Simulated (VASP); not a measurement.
Write the native input for VASP 6.6.1 that does the following.

```yaml
Task: single point
Functional: PBE
Potentials_or_basis: VASP PAW PBE potentials, release 64 (Ag)
Cutoff: 520 eV
k_mesh: 17 × 17 × 17
Occupations: fermi-dirac, width 0.08 eV
Spin: no spin polarisation
Dipole_correction: no
Further_INCAR_settings: ALGO = Normal; EDIFF = 1e-06; NBANDS = 12
```

The structure of Ag lies in POSCAR:

```
Ag
1.0
   -1.5447310892      1.5447310892      1.5447310892
    1.5447310892     -1.5447310892      1.5447310892
    1.5447310892      1.5447310892     -1.5447310892
Ag
1
Direct
    0.0000000000      0.0000000000      0.0000000000
```

The input as run:

INCAR

```
SYSTEM = Ag
PREC = Accurate ; ENCUT = 520
EDIFF = 1E-6 ; ISMEAR = -1
SIGMA = 0.08 ; LREAL = .False.
LASPH = .True. ; NELM = 80
ALGO = Normal ; ISIF = 2
LWAVE = .False. ; LCHARG = .False.
GGA = PE ; NBANDS = 12
```

KPOINTS

```
regular mesh
0
Gamma
  17 17 17
  0 0 0
```

Potentials or basis: VASP PAW PBE potentials, release 64 (Ag).

Run with:

```bash
$ cat potpaw_PBE.64/Ag/POTCAR > POTCAR
$ mpirun -np 1 vasp_std > vasp.out
```

Results of the run:

```json
{"Pressure": "30.5 GPa"}
```

Run time: 8.3 s on 1 thread of Intel(R) Xeon(R) 6975P-C (Granite Rapids), on a shared host, peak memory 0.14 GiB.
